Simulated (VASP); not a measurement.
Here is a VASP 6.6.1 calculation.

The input INCAR:

```
PREC = Accurate
ENCUT = 520
EDIFF = 1E-6
ISMEAR = 0
SIGMA = 0.016
LREAL = F
LASPH = T
NELM = 60
ALGO = Fast
ISIF = 2
LWAVE = F
LCHARG = T
GGA = PE
LELF = T
LVHAR = T
NBANDS = 18
```

File KPOINTS:

```
regular mesh
0
Gamma
  10 10 10
```

The input POSCAR:

```
TiAl3
1.0
   -1.9111067713      1.9111067713      4.2806687947
    1.9111067713     -1.9111067713      4.2806687947
    1.9111067713      1.9111067713     -4.2806687947
Ti Al
1 3
Direct
    0.0000000000      0.0000000000      0.0000000000
    0.2500000000      0.7500000000      0.5000000000
    0.7500000000      0.2500000000      0.5000000000
    0.5000000000      0.5000000000      0.0000000000
```

Potentials or basis: VASP PAW PBE potentials, release 64 (Ti_sv, Al).

Launch:

```sh
$ cat potpaw_PBE.64/Ti_sv/POTCAR potpaw_PBE.64/Al/POTCAR > POTCAR
$ mpirun -np 1 vasp_std > vasp.out
```

Predict the pressure.

2.0 GPa.

What does it give for the band gap on the k mesh?

Zero (an odd number of electrons rules out a gap without spin polarisation).

Stress tensor (GPa, compression positive):
```
2.05 0.00 0.00
0.00 2.05 0.00
0.00 0.00 1.83
```
